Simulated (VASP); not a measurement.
# Ir in VASP: single point with r2SCAN

Aim: the single point of Ir with r2SCAN.

All numbers are computed with VASP 6.6.1; they aren't measurements. Logs are shortened: lines on timing, memory, paths and dates and some standing lists are left out, and cuts for length are marked.

## (1) The cell of the first run

The cell holds a slab with vacuum, 5 atoms: a = 2.719 Å, b = 2.719 Å, c = 23.691 Å, α = 90.00°, β = 90.00°, γ = 90.00°.

## (2) Single point, r2SCAN

File POSCAR:

```
Ir
1.0
    2.7193252057      0.0000000000      0.0000000000
    0.0000000000      2.7193252057      0.0000000000
    0.0000000000      0.0000000000     23.6914000000
Ir
5
Direct
    0.0000000000      0.0000000000      0.3415988697
    0.5000000000      0.5000000000      0.4179302406
    0.0000000000      0.0000000000      0.5000000001
    0.5000000000      0.5000000000      0.5820697594
    0.0000000000      0.0000000000      0.6584011301
```

File INCAR.step1:

```
  ALGO = Normal
  DIPOL = 0.5 0.5 0.500
  EDIFF = 1E-4
  ENCUT = 520
  GGA = PE
  IDIPOL = 3
  ISMEAR = -1
  LASPH = True
  LCHARG = False
  LDIPOL = True
  LREAL = False
  LWAVE = True
  NBANDS = 30
  NELM = 60
  PREC = Accurate
  SIGMA = 0.1
```

File INCAR.step2:

```
  ALGO = Normal
  DIPOL = 0.5 0.5 0.500
  EDIFF = 1E-6
  ENCUT = 520
  IDIPOL = 3
  ISIF = 2
  ISMEAR = -1
  ISTART = 1
  LASPH = True
  LCHARG = False
  LDIPOL = True
  LMIXTAU = True
  LREAL = False
  LWAVE = False
  METAGGA = R2SCAN
  NBANDS = 30
  NELM = 60
  PREC = Accurate
  SIGMA = 0.1
```

File KPOINTS:

```
k-points
0
Gamma
  15 15 1
```

Potentials or basis: VASP PAW PBE potentials, release 64 (Ir).

On the command line:

```
$ cat potpaw_PBE.64/Ir/POTCAR > POTCAR
$ cp INCAR.step1 INCAR
$ mpirun -np 1 vasp_std > vasp.out
$ cp INCAR.step2 INCAR
$ mpirun -np 1 vasp_std > vasp.out
```

OUTCAR:

```text
EDIFF = 1E-6
   ENCUT = 520
   ISIF = 2
   ISMEAR = -1
   ISTART = 1
   LASPH = True
   LREAL = False
   METAGGA = R2SCAN
   NELM = 60
   PREC = Accurate

 ion  position               nearest neighbor table
   1  0.000  0.000  0.342-   2 2.64   2 2.64   2 2.64   2 2.64
   2  0.500  0.500  0.418-   1 2.64   1 2.64   1 2.64   1 2.64   3 2.73   3 2.73   3 2.73   3 2.73

   3  0.000  0.000  0.500-   4 2.73   4 2.73   4 2.73   4 2.73   2 2.73   2 2.73   2 2.73   2 2.73

   4  0.500  0.500  0.582-   5 2.64   5 2.64   5 2.64   5 2.64   3 2.73   3 2.73   3 2.73   3 2.73

   5  0.000  0.000  0.658-   4 2.64   4 2.64   4 2.64   4 2.64

  LATTYP: Found a simple tetragonal cell.
 ALAT       =     2.7193252057
 C/A-ratio  =     8.7122349141

  Lattice vectors:

 A1 = (   2.7193252057,   0.0000000000,   0.0000000000)
 A2 = (   0.0000000000,   2.7193252057,   0.0000000000)
 A3 = (   0.0000000000,   0.0000000000,  23.6914000000)

Analysis of symmetry for initial positions (statically):
=====================================================================
 Subroutine PRICEL returns:
 Original cell was already a primitive cell.

 Routine SETGRP: Setting up the symmetry group for a
 simple tetragonal supercell.

 Subroutine GETGRP returns: Found 16 space group operations
 (whereof 16 operations were pure point group operations)
 out of a pool of 16 trial point group operations.

The static configuration has the point symmetry D_4h.

Analysis of symmetry for dynamics (positions and initial velocities):
=====================================================================
 Subroutine PRICEL returns:
 Original cell was already a primitive cell.

 Routine SETGRP: Setting up the symmetry group for a
 simple tetragonal supercell.

 Subroutine GETGRP returns: Found 16 space group operations
 (whereof 16 operations were pure point group operations)
 out of a pool of 16 trial point group operations.

The dynamic configuration has the point symmetry D_4h.

 Subroutine INISYM returns: Found 16 space group operations
 (whereof 16 operations are pure point group operations),
 and found     1 'primitive' translations

----------------------------------------------------------------------------------------

                                     Primitive cell

  volume of cell :     175.1915

  direct lattice vectors                    reciprocal lattice vectors
     2.719325206  0.000000000  0.000000000     0.367738290  0.000000000  0.000000000
     0.000000000  2.719325206  0.000000000     0.000000000  0.367738290  0.000000000
     0.000000000  0.000000000 23.691400000     0.000000000  0.000000000  0.042209409

  length of vectors
[... 99 lines left out ...]
   NELECT =      45.0000    total number of electrons
   NUPDOWN=      -1.0000    fix difference up-down
   EMIN   =  10.00;   EMAX   =-10.00  energy-range for DOS
   EFERMI =   0.00;   METHOD = LEGACY
   ISMEAR =    -1;   SIGMA  =   0.10  broadening in eV -4-tet -1-fermi 0-gaus
   EFERMI_NEDOS =   21; number of points for ismear=-14 and -15
   IALGO  =     38    algorithm
   IMIX   =      4    mixing-type and parameters
     AMIX     =   0.40;   BMIX     =  1.00
     AMIX_MAG =   1.60;   BMIX_MAG =  1.00
  volume/ion in A,a.u.               =      35.04       236.45
  Fermi-wavevector in a.u.,A,eV,Ry     =   1.040658  1.966558 14.734687  1.082969
  Thomas-Fermi vector in A             =   2.175244
   LORBIT       =      0    0 simple, 1 ext, 2 COOP (PROOUT), +10 PAW based schemes
   METAGGA = R2SCAN    functional components
   LHFCALC =     F    Hartree Fock is set to
   AEXX    =    0.0000 exact exchange contribution
   IVDW    =     0    specifies the selected vdW correction
   LEPSILON=     F    determine dielectric tensor
   LRPA    =     F    only Hartree local field effects (RPA)
 non-spin polarized calculation
  energy-cutoff  :      520.00
  volume of cell :      175.19
 maximum number of plane-waves:      4752
   NGX = 11   NGY = 11   NGZ = 89

 number of electron      44.9999993 magnetization

 dipolmoment           0.000000      0.000000      0.000000 electrons x Angstroem

 Free energy of the ion-electron system (eV)
  ---------------------------------------------------
  ext. energy  EPLUGINS =         0.00000000
  ---------------------------------------------------
  free energy    TOTEN  =      -259.04092489 eV

  energy without entropy =     -258.87762580  energy(sigma->0) =     -258.95927534

 E-fermi :   0.7054     XC(G=0):  -6.9586

 val. band max:        0.7017008534   @ k =   0.4667   0.0000   0.0000
 cond. band min:       0.7110881650   @ k =   0.0667   0.0667   0.0000
 fundamental gap:      0.0093873117
 Fermi energy:         0.7053626469

 k-point     1 :       0.0000    0.0000    0.0000
  band No.  band energies     occupation
      1     -10.2604      2.00000
      2      -8.9269      2.00000
      3      -7.3386      2.00000
      4      -6.8349      2.00000
      5      -6.6996      2.00000
      6      -6.6058      2.00000
[... 781 lines left out ...]
     29       4.9204      0.00000
     30       6.8401      0.00000

 [... further k-points ...]

------------------------ aborting loop because EDIFF is reached ----------------------------------------

 vacuum level on the upper side and lower side of the slab       (xc-potential included)        -0.079        -0.079

  FORCE on cell =-STRESS in cart. coord.  units (eV):
  Direction    XX          YY          ZZ          XY          YZ          ZX
  --------------------------------------------------------------------------------------
  -------------------------------------------------------------------------------------
  Total       -2.1565313     -2.1565313      1.0009976      0.0000000     -0.0000000     -0.0000000
  in kB      -19.7221081    -19.7221081      9.1544149      0.0000000     -0.0000000     -0.0000000
  external PRESSURE =     -10.0966004 kB  Pullay stress =       0.0000000 kB

 VOLUME and BASIS-vectors are now :
 -----------------------------------------------------------------------------
  energy-cutoff  :      520.00
  volume of cell :      175.19
      direct lattice vectors                 reciprocal lattice vectors
     2.719325206  0.000000000  0.000000000     0.367738290  0.000000000  0.000000000
     0.000000000  2.719325206  0.000000000     0.000000000  0.367738290  0.000000000
     0.000000000  0.000000000 23.691400000     0.000000000  0.000000000  0.042209409

 POSITION                                       TOTAL-FORCE (eV/Angst)
 -----------------------------------------------------------------------------------
      0.00000      0.00000      8.09296        -0.000000     -0.000000     -0.161091
      1.35966      1.35966      9.90135         0.000000      0.000000      0.046495
      0.00000      0.00000     11.84570         0.000000     -0.000000      0.000000
      1.35966      1.35966     13.79005         0.000000      0.000000     -0.046495
      0.00000      0.00000     15.59844         0.000000     -0.000000      0.161091
 -----------------------------------------------------------------------------------
    total drift:                                0.000000      0.000000      0.000002

  FREE ENERGIE OF THE ION-ELECTRON SYSTEM (eV)
  ---------------------------------------------------
  free  energy   TOTEN  =      -259.0409248892 eV

  energy  without entropy=     -258.8776257967  energy(sigma->0) =     -258.95927534

 vacuum level on the upper side and lower side of the slab         6.354         6.354
```

OSZICAR.step1:

```text
N       E                     dE             d eps       ncg     rms          rms(c)
DAV:   1     0.452083135410E+03    0.45208E+03   -0.18296E+04  2160   0.129E+03
DAV:   2    -0.571060177105E+01   -0.45779E+03   -0.41887E+03  2196   0.398E+02
DAV:   3    -0.427395593939E+02   -0.37029E+02   -0.33532E+02  2880   0.109E+02
DAV:   4    -0.443949882952E+02   -0.16554E+01   -0.16049E+01  2498   0.264E+01
DAV:   5    -0.444411206550E+02   -0.46132E-01   -0.45979E-01  2970   0.352E+00    0.313E+01
DAV:   6    -0.429384706888E+02    0.15026E+01   -0.72042E+00  2852   0.267E+01    0.183E+01
DAV:   7    -0.619706425951E+02   -0.19032E+02   -0.60515E+01  3550   0.968E+01    0.349E+01
DAV:   8    -0.462054835511E+02    0.15765E+02   -0.16650E+01  3452   0.418E+01    0.155E+01
DAV:   9    -0.427692537873E+02    0.34362E+01   -0.13049E+01  3284   0.406E+01    0.835E+00
DAV:  10    -0.416750521580E+02    0.10942E+01   -0.32496E+00  3302   0.185E+01    0.190E+00
DAV:  11    -0.417010843401E+02   -0.26032E-01   -0.37464E-01  2732   0.693E+00    0.169E+00
DAV:  12    -0.416799890141E+02    0.21095E-01   -0.33479E-02  3050   0.234E+00    0.838E-01
DAV:  13    -0.416768560696E+02    0.31329E-02   -0.56437E-03  3326   0.695E-01    0.620E-01
DAV:  14    -0.416768727206E+02   -0.16651E-04   -0.14754E-03  3014   0.423E-01    0.464E-01
DAV:  15    -0.416760246894E+02    0.84803E-03   -0.70321E-04  2522   0.305E-01    0.235E-01
DAV:  16    -0.416757627718E+02    0.26192E-03   -0.20431E-04  1564   0.124E-01    0.125E-01
DAV:  17    -0.416756259815E+02    0.13679E-03   -0.16210E-04  1278   0.109E-01    0.379E-02
DAV:  18    -0.416756136099E+02    0.12372E-04   -0.84282E-05  1206   0.599E-02
   1 F= -.41675614E+02 E0= -.41588897E+02  d E =-.173434E+00
```

Run time: 14 min. Hardware: 1 thread of Intel Xeon Platinum 8259CL at 2.50GHz (Skylake/Cascade Lake), shared host; peak memory 0.37 GiB.

What came out:

* Free energy: -259.0409 eV
* Largest force: 0.161 eV/Å

Forces in eV/Å, atoms in the order of the input:
```
Ir   0.000  0.000 -0.161
Ir   0.000  0.000  0.046
Ir   0.000  0.000  0.000
Ir   0.000  0.000 -0.046
Ir   0.000  0.000  0.161
```

Caveat: the PAW data sets were made with another functional, which shifts forces and pressure a little; spin-orbit coupling is left out, which moves the levels of the heavy elements.
